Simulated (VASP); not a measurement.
## Au: electric field gradients with LDA

Au:

```
CELL_PARAMETERS angstrom
2.91920 0.00000 0.00000
-1.45960 2.52811 0.00000
0.00000 0.00000 4.91232
ATOMIC_POSITIONS crystal
Au 0.33333 0.66667 0.75000
Au 0.66667 0.33333 0.25000
```

This isn't the form of Au at room conditions, which is fcc.

- Program: VASP 6.6.1
- Task: electric field gradients
- Functional: LDA
- Potentials or basis: VASP PAW LDA potentials, release 64 (Au)
- Cutoff: 520 eV
- k mesh: 14 × 14 × 8
- Occupations: fermi-dirac, width 0.03 eV
- Spin: no spin polarisation
- Dipole correction: no
- Further INCAR settings: ALGO = Normal; EDIFF = 1e-08; NBANDS = 18

```json
{
  "Pressure": "-12.6 GPa",
  "Band gap on the k mesh": "zero (bands 11 and 12 overlap by 6.20 eV)",
  "Largest electric field gradient by atom": "Au +20.6 V/Å²"
}
```

Stress tensor (GPa, compression positive):
```
-12.70   0.00   0.00
  0.00 -12.70   0.00
  0.00   0.00 -12.50
```

Levels at points of the mesh, in eV from the Fermi level:
```tsv
k point	band 9	band 10	band 11	band 12	band 13	band 14
(0.00, 0.00, 0.00)	-3.33	-2.09	-2.09	-0.89	2.37	14.63
(0.50, 0.00, 0.00)	-1.81	-1.64	0.38	1.45	5.54	6.88
(0.00, 0.00, 0.50)	-2.52	-2.52	-2.52	-2.52	10.18	10.18
(0.50, 0.00, 0.50)	-1.71	-1.71	0.57	0.57	3.65	3.65
```

Electric field gradients, principal values (V/Å²):
```
atom    least   middle  greatest (by size)
1 Au  -10.317  -10.317              20.634
2 Au  -10.317  -10.317              20.634
```

It took 83 s on 1 thread of Intel Xeon 8259CL, on a shared host, peak memory 0.19 GiB.

Caveat: the cell stands under tension; without QUAD_EFG the Cq values of the log hold for a quadrupole moment of 1 mb, not for the nuclei; spin-orbit coupling is left out, which moves the levels of the heavy elements.
